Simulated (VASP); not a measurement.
# SiGe (P6_3mc) in VASP: notebook, part 2 of 2

VASP 6.6.1. Earlier steps stand in the parts before.

**5. Single point, PBEsol (21.22 Å³/atom)**

This run uses another cell than the first one, of 21.22 Å³/atom.

INCAR reads:

```
PREC     = Accurate       # precision mode
ENCUT    = 520            # plane-wave cutoff, eV
EDIFF    = 1E-7           # SCF threshold, eV
ISMEAR   = 0              # smearing method
SIGMA    = 0.03           # smearing width, eV
LREAL    = F              # projectors in reciprocal space
LASPH    = T              # aspherical terms in the spheres
NELM     = 80             # most SCF steps
ALGO     = Normal         # electronic algorithm
ISIF     = 2              # what is computed and relaxed
LWAVE    = F              # write WAVECAR
LCHARG   = T              # write CHGCAR
GGA      = PS             # functional
LELF     = T              # ELF
LVHAR    = T            
NBANDS   = 26             # bands
```

KPOINTS reads:

```
Automatic mesh
0
Gamma
  12 12 6
```

POSCAR reads:

```
SiGe
1.0
    4.1444401006      0.0000000000      0.0000000000
   -2.0722200503      3.5891904116      0.0000000000
    0.0000000000      0.0000000000      5.7068940185
Si Ge
2 2
Direct
    0.6666666667      0.3333333333      0.8745463082
    0.3333333333      0.6666666667      0.3745463082
    0.6666666667      0.3333333333      0.5004526918
    0.3333333333      0.6666666667      0.0004526918
```

Potentials or basis: VASP PAW PBE potentials, release 64 (Si, Ge_d).

Started as:

```console
> cat potpaw_PBE.64/Si/POTCAR potpaw_PBE.64/Ge_d/POTCAR > POTCAR
> mpirun -np 1 vasp_std > vasp.out
```

OUTCAR:

```text
PREC = Accurate
   ENCUT = 520
   EDIFF = 1E-7
   ISMEAR = 0
   LREAL = F
   LASPH = T
   NELM = 80
   ISIF = 2
   GGA = PS

 ion  position               nearest neighbor table
   1  0.667  0.333  0.875-   3 2.13   4 2.50   4 2.50   4 2.50
   2  0.333  0.667  0.375-   4 2.13   3 2.50   3 2.50   3 2.50
   3  0.667  0.333  0.500-   1 2.13   2 2.50   2 2.50   2 2.50
   4  0.333  0.667  0.000-   2 2.13   1 2.50   1 2.50   1 2.50

  LATTYP: Found a hexagonal cell.
 ALAT       =     4.1444401006
 C/A-ratio  =     1.3770000000

  Lattice vectors:

 A1 = (   4.1444401006,   0.0000000000,   0.0000000000)
 A2 = (  -2.0722200503,   3.5891904116,   0.0000000000)
 A3 = (   0.0000000000,   0.0000000000,   5.7068940185)

Analysis of symmetry for initial positions (statically):
=====================================================================
 Subroutine PRICEL returns:
 Original cell was already a primitive cell.

 Routine SETGRP: Setting up the symmetry group for a
 hexagonal supercell.

 Subroutine GETGRP returns: Found 12 space group operations
[... 171 lines left out ...]

 E-fermi :   5.2425     XC(G=0):  -9.8585

 val. band max:        5.2247478098   @ k =   0.5000   0.0000   0.1667
 cond. band min:       5.2738514058   @ k =   0.0833  -0.0000   0.1667
 fundamental gap:      0.0491035960
 Fermi energy:         5.2425216811

 k-point     1 :       0.0000    0.0000    0.0000
  band No.  band energies     occupation
      1     -19.0360      2.00000
      2     -19.0303      2.00000
      3     -18.9943      2.00000
      4     -18.9943      2.00000
      5     -18.9896      2.00000
      6     -18.9896      2.00000
[... 685 lines left out ...]
     25      12.1047      0.00000
     26      12.4575      0.00000

 [... further k-points ...]

------------------------ aborting loop because EDIFF is reached ----------------------------------------

  FORCE on cell =-STRESS in cart. coord.  units (eV):
  Direction    XX          YY          ZZ          XY          YZ          ZX
  --------------------------------------------------------------------------------------
  -------------------------------------------------------------------------------------
  Total       -5.3402790     -5.3402790     19.0238823      0.0000000     -0.0000000     -0.0000000
  in kB     -100.7888191   -100.7888191    359.0439053      0.0000000     -0.0000000     -0.0000000
  external PRESSURE =      52.4887557 kB  Pullay stress =       0.0000000 kB

 VOLUME and BASIS-vectors are now :
 -----------------------------------------------------------------------------
  energy-cutoff  :      520.00
  volume of cell :       84.89
      direct lattice vectors                 reciprocal lattice vectors
     4.144440101  0.000000000  0.000000000     0.241287116  0.139307181  0.000000000
    -2.072220050  3.589190412  0.000000000     0.000000000  0.278614363  0.000000000
     0.000000000  0.000000000  5.706894018     0.000000000  0.000000000  0.175226664

 POSITION                                       TOTAL-FORCE (eV/Angst)
 -----------------------------------------------------------------------------------
      2.07222      1.19640      4.99094        -0.000000      0.000000      3.232025
     -0.00000      2.39279      2.13750         0.000000     -0.000000      3.232025
      2.07222      1.19640      2.85603         0.000000     -0.000000     -3.232025
     -0.00000      2.39279      0.00258        -0.000000     -0.000000     -3.232025
 -----------------------------------------------------------------------------------
    total drift:                                0.000000      0.000000     -0.000672

  FREE ENERGIE OF THE ION-ELECTRON SYSTEM (eV)
  ---------------------------------------------------
  free  energy   TOTEN  =       -19.8666619282 eV

  energy  without entropy=      -19.8663438011  energy(sigma->0) =      -19.86650286
```

OSZICAR:

```text
N       E                     dE             d eps       ncg     rms          rms(c)
DAV:   1     0.268549127716E+03    0.26855E+03   -0.17645E+04  4602   0.298E+03
DAV:   2     0.232068435161E+02   -0.24534E+03   -0.23663E+03  4000   0.638E+02
DAV:   3    -0.186081520770E+02   -0.41815E+02   -0.41345E+02  4742   0.155E+02
DAV:   4    -0.203539099450E+02   -0.17458E+01   -0.17425E+01  4848   0.357E+01
DAV:   5    -0.203909214072E+02   -0.37011E-01   -0.37002E-01  4886   0.571E+00    0.622E+00
DAV:   6    -0.200117913707E+02    0.37913E+00   -0.20332E-01  4590   0.288E+00    0.358E+00
DAV:   7    -0.198647732988E+02    0.14702E+00   -0.41825E-01  4994   0.368E+00    0.363E-01
DAV:   8    -0.198662336746E+02   -0.14604E-02   -0.60088E-02  4484   0.159E+00    0.317E-01
DAV:   9    -0.198667657792E+02   -0.53210E-03   -0.32581E-03  4986   0.481E-01    0.168E-01
DAV:  10    -0.198666869582E+02    0.78821E-04   -0.19948E-03  4614   0.350E-01    0.598E-02
DAV:  11    -0.198666606527E+02    0.26306E-04   -0.26633E-04  4494   0.152E-01    0.238E-02
DAV:  12    -0.198666564634E+02    0.41893E-05   -0.19139E-05  5132   0.265E-02    0.252E-02
DAV:  13    -0.198666629790E+02   -0.65156E-05   -0.80797E-06  4308   0.148E-02    0.834E-03
DAV:  14    -0.198666618340E+02    0.11450E-05   -0.44943E-06  4906   0.150E-02    0.267E-03
DAV:  15    -0.198666619282E+02   -0.94165E-07   -0.92203E-07  4526   0.697E-03
   1 F= -.19866662E+02 E0= -.19866503E+02  d E =-.318127E-03
```

stdout:

```text
POSCAR found type information on POSCAR SiGe
 POSCAR found :  2 types and       4 ions
 scaLAPACK will be used
 -----------------------------------------------------------------------------
|                                                                             |
|                                                                             |
|     You enforced a specific xc type in the INCAR file but a different       |
|     I HOPE YOU KNOW WHAT YOU ARE DOING!                                     |
|                                                                             |
 -----------------------------------------------------------------------------

 LDA part: xc-table for (Slater+PW92), standard interpolation
 POSCAR, INCAR and KPOINTS ok, starting setup
 FFT: planning ... GRIDC
 FFT: planning ... GRID_SOFT
 FFT: planning ... GRID
 WAVECAR not read
 entering main loop
```

Run time: 2 min. Hardware: 1 thread of Intel Xeon Platinum 8259CL at 2.50GHz (Skylake/Cascade Lake), shared host; peak memory 0.29 GiB.

Results:

```
Free energy            : -19.8667 eV
Pressure               : 5.2 GPa
Largest force          : 3.232 eV/Å
Band gap on the k mesh : zero (bands 18 and 19 overlap by 0.87 eV)
```

Forces in eV/Å, atoms in the order of the input:
```
Si   0.000  0.000  3.232
Si   0.000  0.000  3.232
Ge   0.000  0.000 -3.232
Ge   0.000  0.000 -3.232
```

Stress tensor (GPa, compression positive):
```
-10.08   0.00   0.00
  0.00 -10.08   0.00
  0.00   0.00  35.90
```

Caveat: the stress differs along the axes, from -10 to 36 GPa; the PAW data sets were made with another functional, which shifts forces and pressure a little.

**6. Single point, PBEsol (21.22 Å³/atom)**

This run uses another cell than the first one, of 21.22 Å³/atom.

INCAR reads:

```
SYSTEM = SiGe
ALGO = Normal ; EDIFF = 1E-7
ENCUT = 520 ; GGA = PS
ISIF = 2 ; ISMEAR = 0
LASPH = .TRUE. ; LCHARG = .FALSE.
LREAL = .FALSE. ; LWAVE = .FALSE.
NBANDS = 26 ; NELM = 60
PREC = Accurate ; SIGMA = 0.03
```

KPOINTS reads:

```
k-points
0
G
  12 12 6
  0 0 0
```

POSCAR reads:

```
SiGe
1.0
    3.6708940450      0.0000000000      0.0000000000
   -1.8354470225      3.1790874975      0.0000000000
    0.0000000000      0.0000000000      7.2742436395
Si Ge
2 2
Direct
    0.6666666667      0.3333333333      0.8745463082
    0.3333333333      0.6666666667      0.3745463082
    0.6666666667      0.3333333333      0.5004526918
    0.3333333333      0.6666666667      0.0004526918
```

Potentials or basis: VASP PAW PBE potentials, release 64 (Si, Ge_d).

Started as:

```console
> cat potpaw_PBE.64/Si/POTCAR potpaw_PBE.64/Ge_d/POTCAR > POTCAR
> mpirun -np 1 vasp_std > vasp.out
```

Run time: 2.3 min. Hardware: 1 thread of Intel Xeon Platinum 8259CL at 2.50GHz (Skylake/Cascade Lake), shared host; peak memory 0.28 GiB.

It converged, with:

| Quantity | Value |
| --- | --- |
| Free energy | -20.2746 eV |
| Pressure | 3.7 GPa |
| Largest force | 0.982 eV/Å |
| Band gap on the k mesh | zero (bands 18 and 19 overlap by 0.68 eV) |

Forces on the atoms (eV/Å):
```
Si   0.000  0.000 -0.982
Si   0.000  0.000 -0.982
Ge   0.000  0.000  0.982
Ge   0.000  0.000  0.982
```

Stress tensor (GPa, compression positive):
```
 12.46   0.00   0.00
  0.00  12.46   0.00
  0.00   0.00 -13.72
```

Levels at points of the mesh, in eV from the Fermi level:
```tsv
k point	band 16	band 17	band 18	band 19	band 20	band 21
(0.00, 0.00, 0.00)	-0.37	-0.37	0.43	0.43	2.61	3.32
(0.50, 0.00, 0.00)	-2.50	-2.32	-1.46	1.35	1.38	2.71
(0.00, 0.00, 0.50)	-0.02	-0.02	-0.02	3.01	3.01	3.93
(0.50, 0.00, 0.50)	-2.72	-1.94	-1.94	0.36	0.36	2.04
```

Caveat: the stress differs along the axes, from -14 to 12 GPa; semilocal functionals underestimate gaps, and a narrow one can read as zero; the PAW data sets were made with another functional, which shifts forces and pressure a little.

**7. Overview**

```tsv
cell	gap on the mesh (eV)	pressure (GPa)	largest force (eV/Å)
a = 3.621, b = 3.621, c = 7.176 Å, angles 90.0, 90.0, 120.0°, 4 atoms	none	7.6	1.28
a = 4.088, b = 4.088, c = 5.630 Å, angles 90.0, 90.0, 120.0°, 4 atoms	none	9.4	3.65
a = 3.966, b = 3.966, c = 5.982 Å, angles 90.0, 90.0, 120.0°, 4 atoms	none	5.0	1.39
a = 4.144, b = 4.144, c = 5.707 Å, angles 90.0, 90.0, 120.0°, 4 atoms	none	5.2	3.23
a = 3.671, b = 3.671, c = 7.274 Å, angles 90.0, 90.0, 120.0°, 4 atoms	none	3.7	0.98
```

Alike in all rows: task single point; level PBEsol; potentials or basis VASP PAW PBE potentials, release 64 (Si, Ge_d); no spin polarisation; k mesh 12 × 12 × 6; cutoff (eV) 520; smearing gaussian 0.03 eV.

Caveats: the PAW data sets were made with another functional, which shifts forces and pressure a little; semilocal functionals underestimate gaps, and a narrow one can read as zero (at least some runs); the stress differs along the axes, from -12 to 18 GPa (at least some runs); the stress differs along the axes, from -8 to 44 GPa (at least some runs); the stress differs along the axes, from -3 to 21 GPa (at least some runs); the stress differs along the axes, from -10 to 36 GPa (at least some runs); the stress differs along the axes, from -14 to 12 GPa (at least some runs).

Total energies depend on the potentials used, so only differences within one code and one set of settings carry meaning.

The gap in the log of VASP goes by the Fermi energy; the results here count the filled bands.